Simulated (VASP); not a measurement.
# MgF2 (rutile type) (P4_2/mnm) in VASP: density of states with LDA

Aim: the density of states of MgF2 (rutile type) with LDA.

Program: VASP 6.6.1. These are calculated values, not measurements. Logs are shortened: lines on timing, memory, paths and dates and some standing lists are left out, and cuts for length are marked.

## (1) The cell of the first run

The structure is tetragonal, space group P4_2/mnm (No. 136). Conventional cell: a = 3.855 Å, b = 3.855 Å, c = 2.609 Å, α = 90.00°, β = 90.00°, γ = 90.00°. Within 2.2 Å of Mg (site symmetry mmm) lie 6 F at 1.64 to 1.70 Å. F (site symmetry m2m) has 3 Mg at 1.64 to 1.70 Å and 1 F at 2.17 Å within 2.2 Å.

## (2) Density of states, LDA (volume scaled by 0.62)

The input, POSCAR:

```
MgF2
1.0
    3.8547912184      0.0000000000      0.0000000000
    0.0000000000      3.8547912184      0.0000000000
    0.0000000000      0.0000000000      2.6088001243
Mg F
2 4
Direct
    0.0000000000      0.0000000000      0.0000000000
    0.5000000000      0.5000000000      0.5000000000
    0.3005144129      0.3005144129      0.0000000000
    0.6994855871      0.6994855871      0.0000000000
    0.8005144129      0.1994855871      0.5000000000
    0.1994855871      0.8005144129      0.5000000000
```

The input, INCAR.step1:

```
SYSTEM = MgF2
  ALGO = Normal
  EDIFF = 1E-6
  ENCUT = 520
  GGA = CA
  GGA_COMPAT = .FALSE.
  ISIF = 2
  ISMEAR = -1
  LASPH = .TRUE.
  LCHARG = .TRUE.
  LORBIT = 11
  LREAL = .FALSE.
  LWAVE = .FALSE.
  NBANDS = 25
  NEDOS = 2001
  NELM = 120
  PREC = Accurate
  SIGMA = 0.1
```

The input, KPOINTS.step1:

```
k-points
0
G
  7 7 10
  0 0 0
```

The input, INCAR.step2:

```
SYSTEM = MgF2
  ALGO = Normal
  EDIFF = 1E-6
  ENCUT = 520
  GGA = CA
  GGA_COMPAT = .FALSE.
  ICHARG = 11
  ISIF = 2
  ISMEAR = -5
  LASPH = .TRUE.
  LCHARG = .FALSE.
  LORBIT = 11
  LREAL = .FALSE.
  LWAVE = .FALSE.
  NBANDS = 25
  NEDOS = 1001
  NELM = 120
  PREC = Accurate
  SIGMA = 0.1
```

The input, KPOINTS.step2:

```
k-points
0
G
  11 11 15
  0 0 0
```

Potentials or basis: VASP PAW LDA potentials, release 64 (Mg, F).

Started as:

```
$ cat potpaw_LDA.64/Mg/POTCAR potpaw_LDA.64/F/POTCAR > POTCAR
$ cp INCAR.step1 INCAR
$ cp KPOINTS.step1 KPOINTS
$ mpirun -np 1 vasp_std > vasp.out
$ cp INCAR.step2 INCAR
$ cp KPOINTS.step2 KPOINTS
$ mpirun -np 1 vasp_std > vasp.out
```

OUTCAR:

```text
SYSTEM = MgF2
   EDIFF = 1E-6
   ENCUT = 520
   GGA = CA
   ICHARG = 11
   ISIF = 2
   ISMEAR = -5
   LASPH = .TRUE.
   LORBIT = 11
   LREAL = .FALSE.
   NELM = 120
   PREC = Accurate

 ion  position               nearest neighbor table
   1  0.000  0.000  0.000-   3 1.64   4 1.64   5 1.70   6 1.70   5 1.70   6 1.70   2 3.02   2 3.02
                             2 3.02   2 3.02   2 3.02   2 3.02   2 3.02   2 3.02
   2  0.500  0.500  0.500-   5 1.64   6 1.64   3 1.70   4 1.70   3 1.70   4 1.70   1 3.02   1 3.02
                             1 3.02   1 3.02   1 3.02   1 3.02   1 3.02   1 3.02
   3  0.301  0.301  0.000-   1 1.64   2 1.70   2 1.70
   4  0.699  0.699  0.000-   1 1.64   2 1.70   2 1.70
   5  0.801  0.199  0.500-   2 1.64   1 1.70   1 1.70
   6  0.199  0.801  0.500-   2 1.64   1 1.70   1 1.70

  LATTYP: Found a simple tetragonal cell.
 ALAT       =     3.8547912184
 C/A-ratio  =     0.6767682026

  Lattice vectors:

 A1 = (   3.8547912184,   0.0000000000,   0.0000000000)
 A2 = (   0.0000000000,   3.8547912184,   0.0000000000)
 A3 = (   0.0000000000,   0.0000000000,   2.6088001243)

Analysis of symmetry for initial positions (statically):
=====================================================================
 Subroutine PRICEL returns:
 Original cell was already a primitive cell.

 Routine SETGRP: Setting up the symmetry group for a
 simple tetragonal supercell.

 Subroutine GETGRP returns: Found 16 space group operations
 (whereof  8 operations were pure point group operations)
 out of a pool of 16 trial point group operations.

The static configuration has the point symmetry D_2h.
 The point group associated with its full space group is D_4h.

Analysis of symmetry for dynamics (positions and initial velocities):
=====================================================================
 Subroutine PRICEL returns:
 Original cell was already a primitive cell.

 Routine SETGRP: Setting up the symmetry group for a
 simple tetragonal supercell.

 Subroutine GETGRP returns: Found 16 space group operations
 (whereof  8 operations were pure point group operations)
 out of a pool of 16 trial point group operations.

The dynamic configuration has the point symmetry D_2h.
 The point group associated with its full space group is D_4h.

 Subroutine INISYM returns: Found 16 space group operations
 (whereof  8 operations are pure point group operations),
 and found     1 'primitive' translations

----------------------------------------------------------------------------------------

[... 118 lines left out ...]
   EFERMI_NEDOS =   21; number of points for ismear=-14 and -15
   IALGO  =     38    algorithm
   IMIX   =      4    mixing-type and parameters
     AMIX     =   0.40;   BMIX     =  1.00
     AMIX_MAG =   1.60;   BMIX_MAG =  1.00
  volume/ion in A,a.u.               =       6.46        43.60
  Fermi-wavevector in a.u.,A,eV,Ry     =   1.535715  2.902081 32.088263  2.358421
  Thomas-Fermi vector in A             =   2.642465
   LORBIT       =     11    0 simple, 1 ext, 2 COOP (PROOUT), +10 PAW based schemes
   GGA     = CA    functional components
   LHFCALC =     F    Hartree Fock is set to
   AEXX    =    0.0000 exact exchange contribution
   IVDW    =     0    specifies the selected vdW correction
   LEPSILON=     F    determine dielectric tensor
   LRPA    =     F    only Hartree local field effects (RPA)
 non-spin polarized calculation
 Fermi weights with tetrahedron method with Bloechl corrections
  energy-cutoff  :      520.00
  volume of cell :       38.77
 maximum number of plane-waves:      1060
 NGX is ok and might be reduce to    30

 number of electron      32.0000024 magnetization

 Free energy of the ion-electron system (eV)
  ---------------------------------------------------
  ext. energy  EPLUGINS =         0.00000000
  ---------------------------------------------------
  free energy    TOTEN  =       -27.70934109 eV

  energy without entropy =      -27.70934109  energy(sigma->0) =      -27.70934109

 E-fermi :   2.9412     XC(G=0): -13.2724

 val. band max:        2.8941476113   @ k =   0.0000   0.0000   0.0000
 cond. band min:      13.9630022927   @ k =   0.0000   0.0000   0.0000
 fundamental gap:     11.0688546814
 Fermi energy:         2.9411733520

 k-point     1 :       0.0000    0.0000    0.0000
  band No.  band energies     occupation
      1     -20.3732      2.00000
      2     -17.7807      2.00000
      3     -17.7807      2.00000
      4     -17.6029      2.00000
      5      -3.6348      2.00000
      6      -2.8068      2.00000
[... 661 lines left out ...]
     24      27.3560      0.00000
     25      28.2180      0.00000

 [... further k-points ...]

------------------------ aborting loop because EDIFF is reached ----------------------------------------

  FORCE on cell =-STRESS in cart. coord.  units (eV):
  Direction    XX          YY          ZZ          XY          YZ          ZX
  --------------------------------------------------------------------------------------
  -------------------------------------------------------------------------------------
  Total       38.0242724     38.0242724     37.8096327      0.0000000      0.0000000      0.0000000
  in kB     1571.5527618   1571.5527618   1562.6816516      0.0000000      0.0000000      0.0000000
  external PRESSURE =    1568.5957251 kB  Pullay stress =       0.0000000 kB

 VOLUME and BASIS-vectors are now :
 -----------------------------------------------------------------------------
  energy-cutoff  :      520.00
  volume of cell :       38.77
      direct lattice vectors                 reciprocal lattice vectors
     3.854791218  0.000000000  0.000000000     0.259417422  0.000000000  0.000000000
     0.000000000  3.854791218  0.000000000     0.000000000  0.259417422  0.000000000
     0.000000000  0.000000000  2.608800124     0.000000000  0.000000000  0.383317982

 POSITION                                       TOTAL-FORCE (eV/Angst)
 -----------------------------------------------------------------------------------
      0.00000      0.00000      0.00000        -0.000000      0.000000      0.000000
      1.92740      1.92740      1.30440        -0.000000      0.000000      0.000000
      1.15842      1.15842      0.00000         0.066482      0.066482     -0.000000
      2.69637      2.69637      0.00000        -0.066482     -0.066482      0.000000
      3.08582      0.76898      1.30440         0.066482     -0.066482      0.000000
      0.76898      3.08582      1.30440        -0.066482      0.066482     -0.000000
 -----------------------------------------------------------------------------------
    total drift:                                0.000000      0.000000     -0.000000

  FREE ENERGIE OF THE ION-ELECTRON SYSTEM (eV)
  ---------------------------------------------------
  free  energy   TOTEN  =       -27.7093410867 eV

  energy  without entropy=      -27.7093410867  energy(sigma->0) =      -27.70934109

 total charge

# of ion       s       p       d       tot
------------------------------------------
    1        0.267   0.467   0.296   1.030
    2        0.267   0.467   0.296   1.030
    3        1.747   4.598   0.000   6.345
    4        1.747   4.598   0.000   6.345
    5        1.747   4.598   0.000   6.345
    6        1.747   4.598   0.000   6.345
--------------------------------------------------
tot          7.522  19.329   0.591  27.442
```

OUTCAR.step1:

```text
SYSTEM = MgF2
   EDIFF = 1E-6
   ENCUT = 520
   GGA = CA
   ISIF = 2
   ISMEAR = -1
   LASPH = .TRUE.
   LORBIT = 11
   LREAL = .FALSE.
   NELM = 120
   PREC = Accurate

[... 916 lines left out ...]
  ---------------------------------------------------
  free  energy   TOTEN  =       -27.7093877183 eV

  energy  without entropy=      -27.7093877181  energy(sigma->0) =      -27.70938772

 total charge

# of ion       s       p       d       tot
------------------------------------------
    1        0.267   0.467   0.296   1.030
    2        0.267   0.467   0.296   1.030
    3        1.747   4.598   0.000   6.345
    4        1.747   4.598   0.000   6.345
    5        1.747   4.598   0.000   6.345
    6        1.747   4.598   0.000   6.345
--------------------------------------------------
tot          7.522  19.329   0.591  27.442
```

It took 50 s on 1 thread of AMD EPYC 9R45 (Zen 5), shared host; peak memory 0.2 GiB.

What came out:

| Property | Result |
| --- | --- |
| Valence electrons inside the program's atomic spheres | Mg 1.03; F 6.34 |

Levels at points of the mesh, in eV from the valence-band top:
```tsv
k point	band 13	band 14	band 15	band 16	band 17	band 18	band 19	band 20
(0.00, 0.00, 0.00)	-0.83	-0.27	-0.27	0.00	11.07	15.12	15.60	15.60
```
